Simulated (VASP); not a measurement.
# ZnAg2S2 (P-6m2) in VASP: notebook, part 3 of 3

VASP 6.6.1. Earlier steps stand in the parts before.

## Step 7: Single point, PBE, collinear spin, ferromagnetic start

This run uses another cell than the first one, of 25.42 Å³/atom, 1.307 times its volume.

The input, INCAR:

```
SYSTEM = ZnAg2S2
PREC     = Accurate       ! precision mode
ENCUT    = 520            ! plane-wave cutoff, eV
EDIFF    = 1E-7           ! SCF threshold, eV
ISMEAR   = 0              ! smearing method
SIGMA    = 0.1            ! smearing width, eV
LREAL    = .False.        ! projectors in reciprocal space
LASPH    = .True.         ! aspherical terms in the spheres
NELM     = 150            ! most SCF steps
ALGO     = Normal         ! electronic algorithm
ISIF     = 2              ! what is computed and relaxed
LWAVE    = .False.        ! write WAVECAR
LCHARG   = .False.        ! write CHGCAR
ISPIN    = 2              ! spin polarisation
MAGMOM   = 0 1 1 0 0      ! initial moments
LORBIT   = 11             ! projections on sites
LMAXMIX  = 4              ! l up to which the mixer works
GGA      = PE             ! functional
NBANDS   = 35             ! bands
```

The input, KPOINTS:

```
Automatic mesh
0
Gamma
  6 6 2
  0 0 0
```

The input, POSCAR:

```
ZnAg2S2
1.0
    4.2797958600      0.0000000000      0.0000000000
   -2.1398979300      3.7064119400      0.0000000000
    0.0000000000      0.0000000000      8.0133778600
Zn Ag S
1 2 2
Direct
    0.6666666700      0.3333333300      0.0000000000
    0.6666666700      0.3333333300      0.5000000000
    0.0000000000      0.0000000000      0.0000000000
    0.3333333300      0.6666666700      0.7122960100
    0.3333333300      0.6666666700      0.2877039900
```

Potentials or basis: VASP PAW PBE potentials, release 64 (Zn, Ag, S).

On the command line:

```
$ cat potpaw_PBE.64/Zn/POTCAR potpaw_PBE.64/Ag/POTCAR potpaw_PBE.64/S/POTCAR > POTCAR
$ mpirun -np 1 vasp_std > vasp.out
```

OUTCAR:

```text
SYSTEM = ZnAg2S2
   PREC = Accurate
   ENCUT = 520
   EDIFF = 1E-7
   ISMEAR = 0
   LREAL = .False.
   LASPH = .True.
   NELM = 150
   ISIF = 2
   ISPIN = 2
   LORBIT = 11
   GGA = PE

 ion  position               nearest neighbor table
   1  0.667  0.333  0.000-   3 2.47   3 2.47   3 2.47
   2  0.667  0.333  0.500-   4 3.00   5 3.00   4 3.00   5 3.00   4 3.00   5 3.00
   3  0.000  0.000  0.000-   1 2.47   1 2.47   1 2.47
   4  0.333  0.667  0.712-   2 3.00   2 3.00   2 3.00
   5  0.333  0.667  0.288-   2 3.00   2 3.00   2 3.00

  LATTYP: Found a hexagonal cell.
 ALAT       =     4.2797958600
 C/A-ratio  =     1.8723738520

  Lattice vectors:

 A1 = (   4.2797958600,   0.0000000000,   0.0000000000)
 A2 = (  -2.1398979300,   3.7064119400,   0.0000000000)
 A3 = (   0.0000000000,   0.0000000000,   8.0133778600)

Analysis of symmetry for initial positions (statically):
=====================================================================
 Subroutine PRICEL returns:
 Original cell was already a primitive cell.

 Routine SETGRP: Setting up the symmetry group for a
 hexagonal supercell.

 Subroutine GETGRP returns: Found 12 space group operations
 (whereof 12 operations were pure point group operations)
 out of a pool of 24 trial point group operations.

The static configuration has the point symmetry D_3h.

Analysis of symmetry for dynamics (positions and initial velocities):
=====================================================================
 Subroutine PRICEL returns:
 Original cell was already a primitive cell.

 Routine SETGRP: Setting up the symmetry group for a
 hexagonal supercell.

 Subroutine GETGRP returns: Found 12 space group operations
 (whereof 12 operations were pure point group operations)
 out of a pool of 24 trial point group operations.

The dynamic configuration has the point symmetry D_3h.

Analysis of structural, dynamic, and magnetic symmetry:
=====================================================================
 Subroutine PRICEL returns:
 Original cell was already a primitive cell.

 Routine SETGRP: Setting up the symmetry group for a
 hexagonal supercell.

 Subroutine GETGRP returns: Found 12 space group operations
 (whereof 12 operations were pure point group operations)
 out of a pool of 24 trial point group operations.

The overall configuration has the point symmetry D_3h.

 Subroutine INISYM returns: Found 12 space group operations
 (whereof 12 operations are pure point group operations),
 and found     1 'primitive' translations

----------------------------------------------------------------------------------------

                                     Primitive cell

  volume of cell :     127.1137

  direct lattice vectors                    reciprocal lattice vectors
     4.279795860  0.000000000  0.000000000     0.233656004  0.134901357  0.000000000
    -2.139897930  3.706411940  0.000000000     0.000000000  0.269802714  0.000000000
     0.000000000  0.000000000  8.013377860     0.000000000  0.000000000  0.124791320

  length of vectors
     4.279795860  4.279795862  8.013377860     0.269802714  0.269802714  0.124791320
[... 75 lines left out ...]
   NELM   =    150;   NELMIN=  2; NELMDL= -5     # of ELM steps
   EDIFF  = 0.1E-06   stopping-criterion for ELM
   LREAL  =      F    real-space projection
   EDIFFG = 0.1E-05   stopping-criterion for IOM
   NSW    =      0    number of steps for IOM
   IBRION =     -1    ionic relax: 0-MD 1-quasi-New 2-CG
   NFREE  =      0    steps in history (QN), initial steepest desc. (CG)
   ISIF   =      2    stress and relaxation
   ISYM   =      2    0-nonsym 1-usesym 2-fastsym
   POTIM  = 0.5000    time-step for ionic-motion
   TEBEG  =    0.0;   TEEND  =   0.0 temperature during run
   PSTRESS=    0.0 pullay stress
   NELECT =      46.0000    total number of electrons
   NUPDOWN=      -1.0000    fix difference up-down
   EMIN   =  10.00;   EMAX   =-10.00  energy-range for DOS
   EFERMI =   0.00;   METHOD = LEGACY
   ISMEAR =     0;   SIGMA  =   0.10  broadening in eV -4-tet -1-fermi 0-gaus
   EFERMI_NEDOS =   21; number of points for ismear=-14 and -15
   IALGO  =     38    algorithm
   IMIX   =      4    mixing-type and parameters
     AMIX     =   0.40;   BMIX     =  1.00
     AMIX_MAG =   1.60;   BMIX_MAG =  1.00
  volume/ion in A,a.u.               =      25.42       171.56
  Fermi-wavevector in a.u.,A,eV,Ry     =   1.166622  2.204595 18.517608  1.361006
  Thomas-Fermi vector in A             =   2.303132
   LORBIT       =     11    0 simple, 1 ext, 2 COOP (PROOUT), +10 PAW based schemes
   GGA     = PE    functional components
   LHFCALC =     F    Hartree Fock is set to
   AEXX    =    0.0000 exact exchange contribution
   IVDW    =     0    specifies the selected vdW correction
   LEPSILON=     F    determine dielectric tensor
   LRPA    =     F    only Hartree local field effects (RPA)
 spin polarized calculation
 Gauss-broadening in eV      SIGMA  =   0.10
  energy-cutoff  :      520.00
  volume of cell :      127.11
 maximum number of plane-waves:      3434
 NGX is ok and might be reduce to    32
   NGX = 15   NGY = 15   NGZ = 29

 number of electron      46.0000005 magnetization       0.9165941

 Free energy of the ion-electron system (eV)
  ---------------------------------------------------
  ext. energy  EPLUGINS =         0.00000000
  ---------------------------------------------------
  free energy    TOTEN  =       -11.67182990 eV

  energy without entropy =      -11.65555351  energy(sigma->0) =      -11.66369171

 E-fermi :   1.9100     XC(G=0):  -9.1869

 val. band max:        1.8992711965   @ k =   0.0000   0.0000   0.5000
 cond. band min:       1.9414927850   @ k =   0.3333   0.0000   0.0000
 fundamental gap:      0.0422215885
 Fermi energy:         1.9099577070

 spin component 1

 k-point     1 :       0.0000    0.0000    0.0000
  band No.  band energies     occupation
      1      -9.7753      1.00000
      2      -9.3236      1.00000
      3      -4.9417      1.00000
      4      -4.7886      1.00000
      5      -4.7886      1.00000
      6      -4.6586      1.00000
[... 521 lines left out ...]
     34      12.9545      0.00000
     35      12.9741      0.00000
 Fermi energy:         1.9099577070

 spin component 2

 k-point     1 :       0.0000    0.0000    0.0000
  band No.  band energies     occupation
      1      -9.3923      1.00000
      2      -8.9178      1.00000
      3      -4.9374      1.00000
      4      -4.7864      1.00000
      5      -4.7864      1.00000
      6      -4.6545      1.00000
[... 521 lines left out ...]
     34      13.0871      0.00000
     35      13.1868      0.00000

------------------------ aborting loop because EDIFF is reached ----------------------------------------

  FORCE on cell =-STRESS in cart. coord.  units (eV):
  Direction    XX          YY          ZZ          XY          YZ          ZX
  --------------------------------------------------------------------------------------
  -------------------------------------------------------------------------------------
  Total       -3.2041577     -3.2041577     -9.5706345      0.0000000      0.0000000      0.0000000
  in kB      -40.3861177    -40.3861178   -120.6310059      0.0000000      0.0000000      0.0000000
  external PRESSURE =     -67.1344138 kB  Pullay stress =       0.0000000 kB

 VOLUME and BASIS-vectors are now :
 -----------------------------------------------------------------------------
  energy-cutoff  :      520.00
  volume of cell :      127.11
      direct lattice vectors                 reciprocal lattice vectors
     4.279795860  0.000000000  0.000000000     0.233656004  0.134901357  0.000000000
    -2.139897930  3.706411940  0.000000000     0.000000000  0.269802714  0.000000000
     0.000000000  0.000000000  8.013377860     0.000000000  0.000000000  0.124791320

 POSITION                                       TOTAL-FORCE (eV/Angst)
 -----------------------------------------------------------------------------------
      2.13990      1.23547      0.00000         0.000000     -0.000000     -0.000000
      2.13990      1.23547      4.00669         0.000000     -0.000000     -0.000000
      0.00000      0.00000      0.00000         0.000000      0.000000     -0.000000
     -0.00000      2.47094      5.70790        -0.000000      0.000000      0.241719
     -0.00000      2.47094      2.30548        -0.000000      0.000000     -0.241719
 -----------------------------------------------------------------------------------
    total drift:                                0.000010     -0.000006      0.000000

  FREE ENERGIE OF THE ION-ELECTRON SYSTEM (eV)
  ---------------------------------------------------
  free  energy   TOTEN  =       -11.6718299022 eV

  energy  without entropy=      -11.6555535148  energy(sigma->0) =      -11.66369171

 total charge

# of ion       s       p       d       tot
------------------------------------------
    1        0.658   0.235   9.765  10.658
    2        0.230   0.115   9.237   9.581
    3        0.390   0.191   9.209   9.790
    4        1.382   2.146   0.000   3.528
    5        1.382   2.146   0.000   3.528
--------------------------------------------------
tot          4.041   4.833  28.210  37.085

 magnetization (x)

# of ion       s       p       d       tot
------------------------------------------
    1        0.010  -0.007   0.002   0.004
    2       -0.010  -0.000   0.087   0.077
    3       -0.004  -0.005   0.021   0.012
    4        0.009   0.261   0.000   0.270
    5        0.009   0.261   0.000   0.270
--------------------------------------------------
tot          0.013   0.510   0.110   0.633
```

It took 2.5 min on 1 thread of Oxide Virtual Turin-like, shared host; peak memory 0.29 GiB.

What came out:

```
Free energy                                           : -11.6718 eV
Pressure                                              : -6.7 GPa
Largest force                                         : 0.242 eV/Å
Net moment                                            : 0.92 μB per cell
Site moments                                          : Zn +0.00; Ag +0.08, +0.01; S +0.27 μB
Valence electrons inside the program's atomic spheres : Zn 10.66; Ag 9.58, 9.79; S 3.53
```

Forces in eV/Å, atoms in the order of the input:
```
Zn   0.000  0.000  0.000
Ag   0.000  0.000  0.000
Ag   0.000  0.000  0.000
S    0.000  0.000  0.242
S    0.000  0.000 -0.242
```

Caveat: the k points lie up to 0.39 Å⁻¹ apart.

## Step 8: The runs side by side

| task | spin | cell | k mesh | cutoff (eV) | gap on the mesh (eV) | pressure (GPa) | moment (μB) | relaxed volume (Å³/atom) | largest force (eV/Å) |
| --- | --- | --- | --- | --- | --- | --- | --- | --- | --- |
| relaxation of cell and atoms | off | relaxed from a = 4.342, b = 4.342, c = 5.954 Å, angles 90.0, 90.0, 120.0°, 5 atoms | 12 × 12 × 6 | 600 | none | 0.0 | - | 19.27 | 0.01 |
| single point | off | a = 4.280, b = 4.280, c = 8.013 Å, angles 90.0, 90.0, 120.0°, 5 atoms | 6 × 6 × 2 | 520 | none | -6.9 | - | - | 0.18 |
| single point | off | a = 4.342, b = 4.342, c = 5.954 Å, angles 90.0, 90.0, 120.0°, 5 atoms | 6 × 6 × 4 | 520 | none | 0.0 | - | - | 0.04 |
| single point | collinear, ferromagnetic start | a = 4.464, b = 4.464, c = 5.549 Å, angles 90.0, 90.0, 120.0°, 5 atoms | 6 × 6 × 2 | 520 | none | -0.1 | 0.00 | - | 0.02 |
| relaxation of cell and atoms | off | relaxed from a = 4.464, b = 4.464, c = 5.549 Å, angles 90.0, 90.0, 120.0°, 5 atoms | 6 × 6 × 4 | 600 | none | 0.1 | - | 19.43 | 0.04 |
| single point | collinear, ferromagnetic start | a = 4.280, b = 4.280, c = 8.013 Å, angles 90.0, 90.0, 120.0°, 5 atoms | 6 × 6 × 2 | 520 | none | -6.7 | 0.92 | - | 0.24 |

Alike in all rows: level PBE; potentials or basis VASP PAW PBE potentials, release 64 (Zn, Ag, S); smearing gaussian 0.1 eV.

Caveats: some runs use coarse meshes.

Absolute energies hang on the potentials; compare differences alone.
